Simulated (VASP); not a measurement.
# B (Pnnm) in VASP: further runs, part 2 of 2

VASP 6.6.1. Earlier steps stand in the parts before.

## 4. Relaxation of cell and atoms, PBE

The input, INCAR:

```
PREC     = Accurate       # precision mode
ENCUT    = 500            # plane-wave cutoff, eV
EDIFF    = 1E-7           # SCF threshold, eV
ISMEAR   = 0              # smearing method
SIGMA    = 0.1            # smearing width, eV
LREAL    = F              # projectors in reciprocal space
LASPH    = T              # aspherical terms in the spheres
NELM     = 120            # most SCF steps
ALGO     = Normal         # electronic algorithm
ISIF     = 3              # what is computed and relaxed
LWAVE    = F              # write WAVECAR
LCHARG   = F              # write CHGCAR
GGA      = PE             # functional
IBRION   = 2              # ionic algorithm
NSW      = 90             # ionic steps
EDIFFG   = -0.04          # ionic threshold
GGA_COMPAT= F            
NELMIN   = 4
```

The input, KPOINTS:

```
Automatic mesh
0
Gamma
  4 4 6
```

The input, POSCAR:

```
B
1.0
    3.9141460933      0.0000000000      0.0000000000
    0.0000000000      4.3176314647      0.0000000000
    0.0000000000      0.0000000000      3.4597353968
B
8
Direct
    0.0000000000      0.0000000000      0.7467561186
    0.5000000000      0.5000000000      0.7532438814
    0.0000000000      0.0000000000      0.2532438814
    0.5000000000      0.5000000000      0.2467561186
    0.6350202605      0.8439184348      0.0000000000
    0.3649797395      0.1560815652      0.0000000000
    0.1350202605      0.6560815652      0.5000000000
    0.8649797395      0.3439184348      0.5000000000
```

On the command line:

```bash
$ cat potpaw_PBE.64/B/POTCAR > POTCAR
$ mpirun -np 1 vasp_std > vasp.out
```

It took 12 min on 1 thread of AMD EPYC 7R13, shared host; peak memory 0.14 GiB.

The run converged. Its results:

* Free energy: -50.0680 eV
* Relaxed volume: 7.40 Å³/atom
* Relaxed cell: a = 4.121 Å, b = 4.207 Å, c = 3.415 Å, α = 90.00°, β = 90.00°, γ = 90.00°
* Space group after relaxing (to 0.1 Å): P4_2/mnm (No. 136)
* Energy gained by relaxing: 6.3 meV/atom
* Ionic steps: 28
* Pressure after relaxing: -0.1 GPa
* Largest force after relaxing: 0.032 eV/Å
* Band gap on the k mesh: zero (bands 12 and 13 overlap by 2.16 eV)

Forces in eV/Å, atoms in the order of the input:
```
B    0.000  0.000 -0.005
B    0.000  0.000  0.005
B    0.000  0.000  0.005
B    0.000  0.000 -0.005
B    0.008  0.031  0.000
B   -0.008 -0.031  0.000
B    0.008 -0.031  0.000
B   -0.008  0.031  0.000
```

Stress tensor (GPa, compression positive):
```
-0.05  0.00  0.00
 0.00 -0.15  0.00
 0.00  0.00 -0.02
```

Step by step:
```
step  energy change (eV)  largest force (eV/Å)  pressure (GPa)  volume (Å³)
   1              0.0000                0.1308            0.26        58.47
   2             -0.0030                0.1180           -0.13        58.57
   3             -0.0030                0.1279           -0.15        58.57
   4             -0.0052                0.0689           -0.23        58.59
   5             -0.0058                0.0271           -0.27        58.60
   6             -0.0072                0.0366            0.07        58.54
   7             -0.0081                0.0754            0.52        58.45
   8             -0.0093                0.0624            0.50        58.49
   9             -0.0115                0.1076            0.48        58.60
  10             -0.0092                0.4040            0.33        58.82
  11             -0.0118                0.1853            0.45        58.66
  12             -0.0124                0.1853            0.40        58.69
  13             -0.0138                0.1867            0.26        58.77
  14             -0.0166                0.1948           -0.01        58.93
  15             -0.0216                0.2149           -0.40        59.25
  16             -0.0104                0.2960           -1.29        59.85
  17             -0.0224                0.2164           -0.51        59.34
  18             -0.0249                0.1741           -0.57        59.40
  19             -0.0286                0.1732           -0.74        59.55
  20             -0.0287                0.1891           -0.79        59.58
  21             -0.0315                0.1812           -0.70        59.55
  22             -0.0381                0.1620           -0.45        59.46
  23             -0.0454                0.1541            0.06        59.28
  24             -0.0414                0.2183            1.34        58.91
  25             -0.0466                0.1669            0.47        59.14
  26             -0.0491                0.0920            0.17        59.18
  27             -0.0498                0.0683           -0.08        59.22
  28             -0.0503                0.0316           -0.07        59.21
```

Final structure:
```
CELL_PARAMETERS angstrom
4.12076 0.00000 0.00000
0.00000 4.20739 0.00000
0.00000 0.00000 3.41506
ATOMIC_POSITIONS crystal
B 0.00000 0.00000 0.74940
B 0.50000 0.50000 0.75060
B 0.00000 0.00000 0.25060
B 0.50000 0.50000 0.24940
B 0.63782 0.85524 0.00000
B 0.36218 0.14476 0.00000
B 0.13782 0.64476 0.50000
B 0.86218 0.35524 0.50000
```

Levels at points of the mesh, in eV from the Fermi level:
| k point | band 9 | band 10 | band 11 | band 12 | band 13 | band 14 | band 15 | band 16 |
| --- | --- | --- | --- | --- | --- | --- | --- | --- |
| (0.00, 0.00, 0.00) | -3.50 | -3.42 | -1.79 | 0.70 | 1.02 | 2.67 | 3.25 | 5.17 |
| (0.50, 0.00, 0.00) | -2.35 | -2.35 | -0.69 | -0.69 | 2.16 | 2.16 | 6.13 | 6.13 |
| (0.00, 0.50, 0.00) | -2.43 | -2.43 | -1.11 | -1.11 | 2.38 | 2.38 | 6.09 | 6.09 |
| (0.50, 0.50, 0.00) | -1.53 | -1.53 | -0.68 | -0.68 | 0.06 | 0.06 | 5.99 | 5.99 |
| (0.00, 0.00, 0.50) | -3.62 | -3.62 | -1.19 | -1.19 | 1.02 | 1.02 | 1.87 | 1.87 |
| (0.50, 0.00, 0.50) | -3.00 | -3.00 | -2.64 | -2.64 | 1.01 | 1.01 | 5.88 | 5.88 |
| (0.00, 0.50, 0.50) | -2.87 | -2.87 | -2.54 | -2.54 | 0.47 | 0.47 | 5.71 | 5.71 |
| (0.50, 0.50, 0.50) | -0.99 | -0.99 | 1.16 | 1.16 | 3.49 | 3.49 | 4.08 | 4.08 |

Caveat: the k points lie up to 0.38 Å⁻¹ apart in the final cell, too coarse for converged energies and pressures of a metal.

## 5. The runs side by side

```csv
task,cell,k mesh,gap on the mesh (eV),pressure (GPa),relaxed volume (Å³/atom),largest force (eV/Å)
single point,"a = 3.914, b = 4.318, c = 3.460 Å, 8 atoms, atomic positions A",6 × 4 × 4,none,0.1,-,0.01
relaxation of cell and atoms,"relaxed from a = 3.037, b = 4.210, c = 4.178 Å, 8 atoms, atomic positions B",6 × 4 × 4,none,0.0,7.13,0.03
relaxation of cell and atoms,"relaxed from a = 3.914, b = 4.318, c = 3.460 Å, 8 atoms, atomic positions A",4 × 4 × 6,none,-0.1,7.40,0.03
```

Alike in all rows: level PBE; potentials or basis VASP PAW PBE potentials, release 64 (B); no spin polarisation; cutoff (eV) 500; smearing gaussian 0.1 eV.

Caveats: all runs use coarse meshes.

Absolute energies hang on the potentials; compare differences alone.
